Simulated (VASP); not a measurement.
Wanted: the native input for a VASP 6.6.1 run.

| Property | Result |
| --- | --- |
| Task | single point |
| Functional | PBEsol |
| Potentials or basis | VASP PAW PBE potentials, release 64 (Ag) |
| Cutoff | 520 eV |
| k mesh | 24 × 24 × 12 |
| Occupations | gaussian, width 0.15 eV |
| Spin | no spin polarisation |
| Dipole correction | no |
| Further INCAR settings | ALGO = Fast; EDIFF = 1e-06; NBANDS = 18 |

The structure of Ag lies in POSCAR:

```
Ag
1.0
    2.7572337582      0.0000000000      0.0000000000
   -1.3786168791      2.3878344788      0.0000000000
    0.0000000000      0.0000000000      5.4090750940
Ag
2
Direct
    0.3333333333      0.6666666667      0.2500000000
    0.6666666667      0.3333333333      0.7500000000
```

This isn't the form of Ag at room conditions, which is fcc.

This cell differs from its parent crystal: ratio of the length along z to the lengths across it x 1.2, volume and fractional coordinates fixed.

One way to write it, as run:

INCAR

```
SYSTEM = Ag
ALGO = Fast
EDIFF = 1E-6
ENCUT = 520
GGA = PS
ISIF = 2
ISMEAR = 0
LASPH = .TRUE.
LCHARG = .FALSE.
LREAL = .FALSE.
LWAVE = .FALSE.
NBANDS = 18
NELM = 100
PREC = Accurate
SIGMA = 0.15
```

KPOINTS

```
k-points
0
G
  24 24 12
  0 0 0
```

Potentials or basis: VASP PAW PBE potentials, release 64 (Ag).

Run with:

```bash
$ cat potpaw_PBE.64/Ag/POTCAR > POTCAR
$ mpirun -np 1 vasp_std > vasp.out
```

It gave:

* Pressure: -2.4 GPa
* Band gap on the k mesh: zero (bands 11 and 12 overlap by 8.13 eV)

Caveat: the PAW data sets were made with another functional, which shifts forces and pressure a little.

It took 120 s on 1 thread of AMD EPYC 9R45 96-Core Processor (Zen 5) (shared host), peak memory 0.3 GiB.
